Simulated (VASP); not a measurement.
Write the native input for VASP 6.6.1 that does the following.

- Task: single point
- Functional: r2SCAN
- Potentials or basis: VASP PAW PBE potentials, release 64 (Ba_sv)
- Cutoff: 520 eV
- k mesh: 8 × 8 × 8
- Occupations: fermi-dirac, width 0.05 eV
- Spin: no spin polarisation
- Dipole correction: no
- Further INCAR settings: ALGO = Normal; EDIFF = 1e-06; NBANDS = 11

Crystal: Ba.

```
CELL_PARAMETERS angstrom
-2.53948 2.53948 2.53948
2.53948 -2.53948 2.53948
2.53948 2.53948 -2.53948
ATOMIC_POSITIONS crystal
Ba 0.00000 0.00000 0.00000
```

One way to write it, as run:

POSCAR

```
Ba
1.0
   -2.5394840457      2.5394840457      2.5394840457
    2.5394840457     -2.5394840457      2.5394840457
    2.5394840457      2.5394840457     -2.5394840457
Ba
1
Direct
    0.0000000000      0.0000000000      0.0000000000
```

INCAR.step1

```
PREC     = Accurate       # precision mode
ENCUT    = 520            # plane-wave cutoff, eV
ISMEAR   = -1             # smearing method
SIGMA    = 0.05           # smearing width, eV
LREAL    = F              # projectors in reciprocal space
LASPH    = T              # aspherical terms in the spheres
NELM     = 100            # most SCF steps
NBANDS   = 11             # bands
GGA      = PE             # functional
ALGO     = Normal         # electronic algorithm
EDIFF    = 1E-4           # SCF threshold, eV
LWAVE    = T              # write WAVECAR
LCHARG   = F              # write CHGCAR
```

INCAR.step2

```
PREC     = Accurate       # precision mode
ENCUT    = 520            # plane-wave cutoff, eV
EDIFF    = 1E-6           # SCF threshold, eV
ISMEAR   = -1             # smearing method
SIGMA    = 0.05           # smearing width, eV
LREAL    = F              # projectors in reciprocal space
LASPH    = T              # aspherical terms in the spheres
NELM     = 100            # most SCF steps
ALGO     = Normal         # electronic algorithm
ISIF     = 2              # what is computed and relaxed
LWAVE    = F              # write WAVECAR
LCHARG   = F              # write CHGCAR
METAGGA  = R2SCAN         # meta-GGA
LMIXTAU  = T            
NBANDS   = 11             # bands
ISTART   = 1
```

KPOINTS

```
regular mesh
0
Gamma
  8 8 8
```

Potentials or basis: VASP PAW PBE potentials, release 64 (Ba_sv).

Command:

```sh
$ cat potpaw_PBE.64/Ba_sv/POTCAR > POTCAR
$ cp INCAR.step1 INCAR
$ mpirun -np 1 vasp_std > vasp.out
$ cp INCAR.step2 INCAR
$ mpirun -np 1 vasp_std > vasp.out
```

Results of the run:

* Pressure: -0.1 GPa
* Band gap on the k mesh: zero (bands 5 and 6 overlap by 1.10 eV)

Caveat: the PAW data sets were made with another functional, which shifts forces and pressure a little; spin-orbit coupling is left out, which moves the levels of the heavy elements.

Run time: 120 s on 1 thread of AMD EPYC 7R13 (shared host), peak memory 0.18 GiB.
